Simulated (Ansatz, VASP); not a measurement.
## In: VASP beside Ansatz

```
In
1.0
    -1.62615    1.62615    2.67187
     1.62615   -1.62615    2.67187
     1.62615    1.62615   -2.67187
In
1
Direct
  0.00000 0.00000 0.00000
```

Change from the starting cell: strain +0.000 along x and y, +0.080 along z, atoms carried along.

Alike in both runs: task single point; functional PBE; k mesh 20 × 20 × 20; occupations gaussian, width 0.15 eV; no spin polarisation.

|  | VASP | Ansatz |
| --- | --- | --- |
| version | VASP 6.6.1 | Ansatz 0.2.0 |
| potentials or method | VASP PAW PBE potentials, release 64 (In_d), cutoff 520 eV | scalar-relativistic, plane waves, PAW |
| valence electrons in the cell | 13 | 13 |

|  | VASP | Ansatz | Ansatz less VASP |
| --- | --- | --- | --- |
| gap on the k mesh at the Fermi level (eV) | none | none | - |
| pressure (GPa) | -0.9 | -0.9 | +0.03 |
| traceless stress, the component that is largest in VASP (GPa) | -0.45 | -0.44 | +0.010 |

A gap of «none» marks a metal or a gap that the smearing closes.
